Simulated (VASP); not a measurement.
# Ir (Im-3m) in VASP: further runs

Ir is run at these levels: RPBE; tasks: single point.

Program: VASP 6.6.1. These are calculated values, not measurements. Logs are shortened: lines on timing, memory, paths and dates and some standing lists are left out, and cuts for length are marked.

### 1 The cell of the first run

The structure is cubic, space group Im-3m (No. 229). Conventional cell: a = 3.125 Å, b = 3.125 Å, c = 3.125 Å, α = 90.00°, β = 90.00°, γ = 90.00°. Within 3.6 Å of Ir (site symmetry m-3m) lie 14 Ir at 2.71 to 3.13 Å.

### 2 Single point, RPBE

INCAR reads:

```
SYSTEM = Ir
ALGO = Normal
EDIFF = 1E-6
ENCUT = 520
GGA = RP
ISIF = 2
ISMEAR = -1
LASPH = .True.
LCHARG = .False.
LREAL = .False.
LWAVE = .False.
NBANDS = 10
NELM = 60
PREC = Accurate
SIGMA = 0.1
```

KPOINTS reads:

```
k-points
0
Gamma
  16 16 16
  0 0 0
```

POSCAR reads:

```
Ir
1.0
   -1.5626226582      1.5626226582      1.5626226582
    1.5626226582     -1.5626226582      1.5626226582
    1.5626226582      1.5626226582     -1.5626226582
Ir
1
Direct
    0.0000000000      0.0000000000      0.0000000000
```

Potentials or basis: VASP PAW PBE potentials, release 64 (Ir).

The run is started by

```bash
cat potpaw_PBE.64/Ir/POTCAR > POTCAR
mpirun -np 1 vasp_std > vasp.out
```

OUTCAR:

```text
SYSTEM = Ir
   EDIFF = 1E-6
   ENCUT = 520
   GGA = RP
   ISIF = 2
   ISMEAR = -1
   LASPH = .True.
   LREAL = .False.
   NELM = 60
   PREC = Accurate

 ion  position               nearest neighbor table
   1  0.000  0.000  0.000-

  LATTYP: Found a body centered cubic cell.
 ALAT       =     3.1252453164

  Lattice vectors:

 A1 = (  -1.5626226582,   1.5626226582,   1.5626226582)
 A2 = (   1.5626226582,  -1.5626226582,   1.5626226582)
 A3 = (   1.5626226582,   1.5626226582,  -1.5626226582)

Analysis of symmetry for initial positions (statically):
=====================================================================
 Subroutine PRICEL returns:
 Original cell was already a primitive cell.

 Routine SETGRP: Setting up the symmetry group for a
 body centered cubic supercell.

 Subroutine GETGRP returns: Found 48 space group operations
 (whereof 48 operations were pure point group operations)
 out of a pool of 48 trial point group operations.

The static configuration has the point symmetry O_h .

Analysis of symmetry for dynamics (positions and initial velocities):
=====================================================================
 Subroutine PRICEL returns:
 Original cell was already a primitive cell.

 Routine SETGRP: Setting up the symmetry group for a
 body centered cubic supercell.

 Subroutine GETGRP returns: Found 48 space group operations
 (whereof 48 operations were pure point group operations)
 out of a pool of 48 trial point group operations.

The dynamic configuration has the point symmetry O_h .

 Subroutine INISYM returns: Found 48 space group operations
 (whereof 48 operations are pure point group operations),
 and found     1 'primitive' translations

----------------------------------------------------------------------------------------

                                     Primitive cell

  volume of cell :      15.2624

  direct lattice vectors                    reciprocal lattice vectors
    -1.562622658  1.562622658  1.562622658     0.000000000  0.319974882  0.319974882
     1.562622658 -1.562622658  1.562622658     0.319974882  0.000000000  0.319974882
     1.562622658  1.562622658 -1.562622658     0.319974882  0.319974882  0.000000000

  length of vectors
     2.706541837  2.706541837  2.706541837     0.452512817  0.452512817  0.452512817

  position of ions in fractional coordinates (direct lattice)
     0.000000000  0.000000000  0.000000000

  ion indices of the primitive-cell ions
   primitive index   ion index
                 1           1

----------------------------------------------------------------------------------------

 KPOINTS: k-points

Automatic generation of k-mesh.
 Grid dimensions read from file:
 generate k-points for:   16   16   16

 Generating k-lattice:

  Cartesian coordinates                     Fractional coordinates (reciprocal lattice)
     0.000000000  0.019998430  0.019998430     0.062500000  0.000000000  0.000000000
     0.019998430  0.000000000  0.019998430     0.000000000  0.062500000  0.000000000
     0.019998430  0.019998430  0.000000000     0.000000000  0.000000000  0.062500000

  Length of vectors
     0.028282051  0.028282051  0.028282051

  Shift w.r.t. Gamma in fractional coordinates (k-lattice)
     0.000000000  0.000000000  0.000000000

 Subroutine IBZKPT returns following result:
 ===========================================

 Found    145 irreducible k-points:

 Following reciprocal coordinates:
            Coordinates               Weight
  0.000000  0.000000  0.000000      1.000000
  0.062500  0.000000  0.000000     12.000000
  0.125000  0.000000  0.000000     12.000000
  0.187500  0.000000  0.000000     12.000000
  0.250000  0.000000  0.000000     12.000000
  0.312500  0.000000  0.000000     12.000000
[... 16 lines left out ...]
  0.187500  0.187500  0.000000     24.000000
  0.250000  0.187500 -0.000000     48.000000
 [... further k-points ...]
   k-points           NKPTS =    145   k-points in BZ     NKDIM =    145   number of bands    NBANDS=     10
   number of dos      NEDOS =    301   number of ions     NIONS =      1
   total plane-waves  NPLWV =   8000
   dimension x,y,z NGX =    20 NGY =   20 NGZ =   20
   dimension x,y,z NGXF=    40 NGYF=   40 NGZF=   40
   ions per type =               1
   NGX,Y,Z   is equivalent  to a cutoff of  12.28, 12.28, 12.28 a.u.
   NGXF,Y,Z  is equivalent  to a cutoff of  24.57, 24.57, 24.57 a.u.
 SYSTEM =  Ir
   PREC   = accura    normal or accurate (medium, high low for compatibility)
   ISTART =      0    job   : 0-new  1-cont  2-samecut
   ICHARG =      2    charge: 1-file 2-atom 10-const
   ISPIN  =      1    spin polarized calculation?
   LNONCOLLINEAR =      F non collinear calculations
   LSORBIT =      F    spin-orbit coupling
   LASPH  =      T    aspherical Exc in radial PAW
   ENCUT  =  520.0 eV  38.22 Ry    6.18 a.u.   5.03  5.03  5.03*2*pi/ulx,y,z
   NELM   =     60;   NELMIN=  2; NELMDL= -5     # of ELM steps
   EDIFF  = 0.1E-05   stopping-criterion for ELM
   LREAL  =      F    real-space projection
   EDIFFG = 0.1E-04   stopping-criterion for IOM
   NSW    =      0    number of steps for IOM
   IBRION =     -1    ionic relax: 0-MD 1-quasi-New 2-CG
   NFREE  =      0    steps in history (QN), initial steepest desc. (CG)
   ISIF   =      2    stress and relaxation
   ISYM   =      2    0-nonsym 1-usesym 2-fastsym
   POTIM  = 0.5000    time-step for ionic-motion
   TEBEG  =    0.0;   TEEND  =   0.0 temperature during run
   PSTRESS=    0.0 pullay stress
   NELECT =       9.0000    total number of electrons
   NUPDOWN=      -1.0000    fix difference up-down
   EMIN   =  10.00;   EMAX   =-10.00  energy-range for DOS
   EFERMI =   0.00;   METHOD = LEGACY
   ISMEAR =    -1;   SIGMA  =   0.10  broadening in eV -4-tet -1-fermi 0-gaus
   EFERMI_NEDOS =   21; number of points for ismear=-14 and -15
   IALGO  =     38    algorithm
   IMIX   =      4    mixing-type and parameters
     AMIX     =   0.40;   BMIX     =  1.00
     AMIX_MAG =   1.60;   BMIX_MAG =  1.00
  volume/ion in A,a.u.               =      15.26       103.00
  Fermi-wavevector in a.u.,A,eV,Ry     =   1.372824  2.594261 25.642165  1.884646
  Thomas-Fermi vector in A             =   2.498396
   LORBIT       =      0    0 simple, 1 ext, 2 COOP (PROOUT), +10 PAW based schemes
   GGA     = RP    functional components
   LHFCALC =     F    Hartree Fock is set to
   AEXX    =    0.0000 exact exchange contribution
   IVDW    =     0    specifies the selected vdW correction
   LEPSILON=     F    determine dielectric tensor
   LRPA    =     F    only Hartree local field effects (RPA)
 non-spin polarized calculation
  energy-cutoff  :      520.00
  volume of cell :       15.26
 maximum number of plane-waves:       427
   NGX =  9   NGY =  9   NGZ =  9

 number of electron       9.0000002 magnetization

 Free energy of the ion-electron system (eV)
  ---------------------------------------------------
  ext. energy  EPLUGINS =         0.00000000
  ---------------------------------------------------
  free energy    TOTEN  =        -7.61209626 eV

  energy without entropy =       -7.53333575  energy(sigma->0) =       -7.57271601

 E-fermi :   8.9890     XC(G=0): -13.4755

 val. band max:        8.9868789189   @ k =  -0.4375  -0.4375   0.2500
 cond. band min:       8.9894662349   @ k =   0.2500   0.1875   0.1875
 fundamental gap:      0.0025873160
 Fermi energy:         8.9890384572

 k-point     1 :       0.0000    0.0000    0.0000
  band No.  band energies     occupation
      1      -1.0690      2.00000
      2       5.6780      2.00000
      3       5.6780      2.00000
      4       5.6780      2.00000
      5       8.5074      1.98394
      6       8.5074      1.98394
      7      25.9021      0.00000
      8      25.9021      0.00000
      9      25.9021      0.00000
     10      36.2078      0.00000

 k-point     2 :       0.0625    0.0000    0.0000
  band No.  band energies     occupation
      1      -0.8990      2.00000
      2       5.6019      2.00000
      3       5.6739      2.00000
      4       5.8250      2.00000
      5       8.4042      1.99425
      6       8.5125      1.98310
      7      25.9961      0.00000
      8      26.1031      0.00000
      9      26.1643      0.00000
     10      34.4981      0.00000

 k-point     3 :       0.1250    0.0000    0.0000
  band No.  band energies     occupation
      1      -0.4086      2.00000
      2       5.3914      2.00000
      3       5.6439      2.00000
      4       6.2586      2.00000
      5       8.1786      1.99940
      6       8.5318      1.97954
      7      26.1395      0.00000
      8      26.4394      0.00000
      9      26.9253      0.00000
     10      32.7061      0.00000

 k-point     4 :       0.1875    0.0000    0.0000
  band No.  band energies     occupation
      1       0.3316      2.00000
      2       5.0923      2.00000
      3       5.5750      2.00000
      4       6.9538      2.00000
      5       8.0109      1.99989
      6       8.5735      1.96912
      7      25.8998      0.00000
      8      26.0167      0.00000
      9      28.1146      0.00000
     10      31.9309      0.00000

 k-point     5 :       0.2500    0.0000    0.0000
  band No.  band energies     occupation
      1       1.1578      2.00000
      2       4.7610      2.00000
      3       5.5890      2.00000
      4       7.8633      1.99997
      5       8.0154      1.99988
      6       8.6435      1.93876
      7      24.2230      0.00000
      8      25.0220      0.00000
      9      29.6252      0.00000
     10      31.7361      0.00000

 k-point     6 :       0.3125    0.0000    0.0000
  band No.  band energies     occupation
      1       1.7805      2.00000
      2       4.4498      2.00000
      3       6.0029      2.00000
      4       8.1654      1.99947
      5       8.7381      1.84963
      6       8.9056      1.39459
      7      21.7861      0.00000
      8      23.8951      0.00000
      9      29.4192      0.00000
     10      31.3091      0.00000
[... 183 lines left out ...]
 k-point    21 :       0.3750    0.1250    0.0000
  band No.  band energies     occupation
      1       2.4733      2.00000
      2       4.1617      2.00000
      3       6.8967      2.00000
      4       8.2841      1.99827
      5       9.2769      0.10649
      6      12.0730      0.00000
      7      17.1239      0.00000
      8      22.3876      0.00000
      9      24.8625      0.00000
     10      32.6495      0.00000

 k-point    22 :       0.4375    0.1250    0.0000
  band No.  band energies     occupation
      1       2.4515      2.00000
      2       4.1143      2.00000
      3       7.2489      2.00000
      4       8.2622      1.99861
      5       9.4843      0.01402
      6      12.6381      0.00000
      7      16.1706      0.00000
      8      22.1353      0.00000
      9      24.5124      0.00000
     10      33.1751      0.00000

 k-point    23 :       0.1875    0.1875    0.0000
  band No.  band energies     occupation
      1       2.3318      2.00000
      2       4.7224      2.00000
      3       4.9329      2.00000
      4       7.8218      1.99998
      5       8.9142      1.35783
      6       9.7660      0.00084
      7      22.1501      0.00000
      8      24.2124      0.00000
      9      26.8622      0.00000
     10      29.3065      0.00000

 k-point    24 :       0.2500    0.1875   -0.0000
  band No.  band energies     occupation
      1       2.8130      2.00000
      2       4.4888      2.00000
      3       5.2623      2.00000
      4       7.9881      1.99991
      5       8.9901      0.99477
      6      11.1212      0.00000
      7      19.9893      0.00000
      8      23.0103      0.00000
      9      25.8415      0.00000
     10      30.1980      0.00000

 [... further k-points ...]

------------------------ aborting loop because EDIFF is reached ----------------------------------------

  FORCE on cell =-STRESS in cart. coord.  units (eV):
  Direction    XX          YY          ZZ          XY          YZ          ZX
  --------------------------------------------------------------------------------------
  -------------------------------------------------------------------------------------
  Total        0.0397657      0.0397657      0.0397657     -0.0000000     -0.0000000      0.0000000
  in kB        4.1744282      4.1744282      4.1744282     -0.0000000     -0.0000000      0.0000000
  external PRESSURE =       4.1744282 kB  Pullay stress =       0.0000000 kB

 VOLUME and BASIS-vectors are now :
 -----------------------------------------------------------------------------
  energy-cutoff  :      520.00
  volume of cell :       15.26
      direct lattice vectors                 reciprocal lattice vectors
    -1.562622658  1.562622658  1.562622658     0.000000000  0.319974882  0.319974882
     1.562622658 -1.562622658  1.562622658     0.319974882  0.000000000  0.319974882
     1.562622658  1.562622658 -1.562622658     0.319974882  0.319974882  0.000000000

 POSITION                                       TOTAL-FORCE (eV/Angst)
 -----------------------------------------------------------------------------------
      0.00000      0.00000      0.00000         0.000000     -0.000000     -0.000000
 -----------------------------------------------------------------------------------
    total drift:                                0.000000      0.000000      0.000000

  FREE ENERGIE OF THE ION-ELECTRON SYSTEM (eV)
  ---------------------------------------------------
  free  energy   TOTEN  =        -7.6120962599 eV

  energy  without entropy=       -7.5333357543  energy(sigma->0) =       -7.57271601
```

Wall time 13 s (1 thread of Intel Xeon Platinum 8488C (Sapphire Rapids), shared host); peak memory 0.15 GiB.

Results:

```
Free energy : -7.6121 eV
Pressure    : 0.4 GPa
```

Levels at points of the mesh, in eV from the Fermi level:
| k point | band 2 | band 3 | band 4 | band 5 | band 6 | band 7 |
| --- | --- | --- | --- | --- | --- | --- |
| (0.00, 0.00, 0.00) | -3.31 | -3.31 | -3.31 | -0.48 | -0.48 | 16.91 |
| (0.50, 0.00, 0.00) | -5.01 | -0.65 | -0.04 | 0.05 | 2.08 | 7.50 |
| (0.50, 0.50, 0.50) | -6.50 | 1.43 | 1.43 | 1.43 | 7.78 | 7.78 |

Caveat: the PAW data sets were made with another functional, which shifts forces and pressure a little; spin-orbit coupling is left out, which moves the levels of the heavy elements.

### 3 Single point, RPBE (volume scaled by 1.08)

INCAR reads:

```
PREC     = Accurate       # precision mode
ENCUT    = 520            # plane-wave cutoff, eV
EDIFF    = 1E-7           # SCF threshold, eV
ISMEAR   = -1             # smearing method
SIGMA    = 0.1            # smearing width, eV
LREAL    = F              # projectors in reciprocal space
LASPH    = T              # aspherical terms in the spheres
NELM     = 80             # most SCF steps
ALGO     = Normal         # electronic algorithm
ISIF     = 2              # what is computed and relaxed
LWAVE    = F              # write WAVECAR
LCHARG   = T              # write CHGCAR
GGA      = RP             # functional
LELF     = T              # ELF
LVHAR    = T            
NBANDS   = 10             # bands
```

KPOINTS reads:

```
regular mesh
0
Gamma
  16 16 16
```

POSCAR reads:

```
Ir
1.0
   -1.6032282956      1.6032282956      1.6032282956
    1.6032282956     -1.6032282956      1.6032282956
    1.6032282956      1.6032282956     -1.6032282956
Ir
1
Direct
    0.0000000000      0.0000000000      0.0000000000
```

Potentials or basis: VASP PAW PBE potentials, release 64 (Ir).

The run is started by

```bash
cat potpaw_PBE.64/Ir/POTCAR > POTCAR
mpirun -np 1 vasp_std > vasp.out
```

Wall time 14 s (1 thread of Intel Xeon Platinum 8488C (Sapphire Rapids), shared host); peak memory 0.16 GiB.

It converged, with:

```yaml
Free_energy: -7.5398 eV
Pressure: -18.0 GPa
```

Levels at points of the mesh, in eV from the Fermi level:
```
           k point  band 1  band 2  band 3  band 4  band 5  band 6  band 7  band 8
(0.00, 0.00, 0.00)   -9.31   -2.94   -2.94   -2.94   -0.41   -0.41   16.84   16.84
(0.50, 0.00, 0.00)   -6.26   -4.44   -0.58   -0.04    0.22    1.81    6.73   12.96
(0.50, 0.50, 0.50)   -5.75   -5.75    1.26    1.26    1.26    7.52    7.52    7.52
```

Caveat: the PAW data sets were made with another functional, which shifts forces and pressure a little; spin-orbit coupling is left out, which moves the levels of the heavy elements.

### 4 Single point, RPBE (volume scaled by 1.12)

INCAR reads:

```
PREC = Accurate ; ENCUT = 520
EDIFF = 1E-6 ; ISMEAR = -1
SIGMA = 0.1 ; LREAL = F
LASPH = T ; NELM = 80
ALGO = Normal ; ISIF = 2
LWAVE = F ; LCHARG = F
GGA = RP ; NBANDS = 10
```

KPOINTS is that of step 3.

POSCAR reads:

```
Ir
1.0
   -1.6227817872      1.6227817872      1.6227817872
    1.6227817872     -1.6227817872      1.6227817872
    1.6227817872      1.6227817872     -1.6227817872
Ir
1
Direct
    0.0000000000      0.0000000000      0.0000000000
```

The run is started by

```bash
cat potpaw_PBE.64/Ir/POTCAR > POTCAR
mpirun -np 1 vasp_std > vasp.out
```

Wall time 13 s (1 thread of Intel Xeon Platinum 8488C (Sapphire Rapids), shared host); peak memory 0.16 GiB.

The run converged. Its results:

```yaml
Free_energy: -7.4590 eV
Pressure: -24.3 GPa
```

Levels at points of the mesh, in eV from the Fermi level:
```tsv
k point	band 1	band 2	band 3	band 4	band 5	band 6	band 7	band 8
(0.00, 0.00, 0.00)	-8.97	-2.78	-2.78	-2.78	-0.38	-0.38	16.79	16.79
(0.50, 0.00, 0.00)	-5.95	-4.20	-0.55	-0.05	0.31	1.70	6.39	12.91
(0.50, 0.50, 0.50)	-5.42	-5.42	1.18	1.18	1.18	7.41	7.41	7.41
```

Caveat: the PAW data sets were made with another functional, which shifts forces and pressure a little; spin-orbit coupling is left out, which moves the levels of the heavy elements.

### 5 Summary

```tsv
cell	gap on the mesh (eV)	pressure (GPa)
a = 2.707 Å, angles 109.5°, 1 atom	none	0.4
a = 2.777 Å, angles 109.5°, 1 atom	none	-18.0
a = 2.811 Å, angles 109.5°, 1 atom	none	-24.3
```

Alike in all rows: task single point; level RPBE; potentials or basis VASP PAW PBE potentials, release 64 (Ir); no spin polarisation; k mesh 16 × 16 × 16; cutoff (eV) 520; smearing fermi-dirac 0.1 eV.

Caveats: the PAW data sets were made with another functional, which shifts forces and pressure a little; spin-orbit coupling is left out, which moves the levels of the heavy elements.

Absolute energies hang on the potentials; compare differences alone.
